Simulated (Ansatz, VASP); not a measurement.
CrB3S2: VASP beside Ansatz

The input INCAR:

```
SYSTEM = CrB3S2
  ALGO = Normal
  EDIFF = 1E-6
  EDIFFG = -0.01
  ENCUT = 600
  GGA = PE
  IBRION = 2
  ISIF = 3
  ISMEAR = 0
  LASPH = .TRUE.
  LCHARG = .FALSE.
  LREAL = .FALSE.
  LWAVE = .FALSE.
  NELM = 60
  NSW = 100
  PREC = Accurate
  SIGMA = 0.1
```

KPOINTS

```
k-points
0
G
  12 12 6
  0 0 0
```

File POSCAR:

```
CrB3S2
1.0
    4.1688816521      0.0000000000      0.0000000000
   -2.0844408261      3.6103574161      0.0000000000
    0.0000000000      0.0000000000      7.1773073501
Cr B S
1 3 2
Direct
    0.0000000000      0.0000000000      0.5000000000
    0.0000000000      0.0000000000      0.0000000000
    0.0000000000      0.0000000000      0.7803332799
    0.0000000000      0.0000000000      0.2196667201
    0.3333333333      0.6666666667      0.5000000000
    0.6666666667      0.3333333333      0.5000000000
```

Input for Ansatz:

```yaml
crystal:
  lattice:
    - [4.1688816521, 0.0, 0.0]
    - [-2.0844408261, 3.6103574161, 0.0]
    - [0.0, 0.0, 7.1773073501]
  atoms:
    - { symbol: Cr, position: [0.0, 0.0, 0.5] }
    - { symbol: B, position: [0.0, 0.0, 0.0] }
    - { symbol: B, position: [0.0, 0.0, 0.7803332799] }
    - { symbol: B, position: [0.0, 0.0, 0.2196667201] }
    - { symbol: S, position: [0.3333333333, 0.6666666667, 0.5] }
    - { symbol: S, position: [0.6666666667, 0.3333333333, 0.5] }
basis:
  ecutwfc: 420
kpoints:
  mp_grid: { grid: [12, 12, 6] }
hamiltonian:
  xc: pbe
scf:
  occupations: { method: gaussian, width: 0.1 }
output:
  forces: true
  stress: true
  eigenvalues: true
  write_density: true
  write_potential: true
  elf: true
  volumetric_format: npy
relax:
  adjacent_minimum: "off"
  f_tol: 0.01
  max_steps: 80
  cell: { stress_tol: 0.05 }
```

Alike in both runs: task relaxation of cell and atoms; functional PBE; k mesh 12 × 12 × 6; occupations gaussian, width 0.1 eV; no spin polarisation.

|  | VASP | Ansatz |
| --- | --- | --- |
| version | VASP 6.6.1 | Ansatz 0.2.0 |
| potentials or method | VASP PAW PBE potentials, release 64 (Cr_pv, B, S), cutoff 600 eV | scalar-relativistic, plane waves, PAW |
| valence electrons in the cell | 33 | 35 |

|  | VASP | Ansatz | Ansatz less VASP |
| --- | --- | --- | --- |
| gap on the k mesh at the Fermi level, each at its own relaxed structure (eV) | none | none | - |
| relaxed volume (Å³/atom) | 17.91 | 17.94 | +0.034 |
| relaxed cell length with the largest relative difference (Å) | 4.157 | 4.160 | +0.0028 |

A gap of «none» marks a metal or a gap that the smearing closes. VASP's potentials hold 33 valence electrons a cell and Ansatz's 35, so a difference there can come from the potentials and not from the codes.
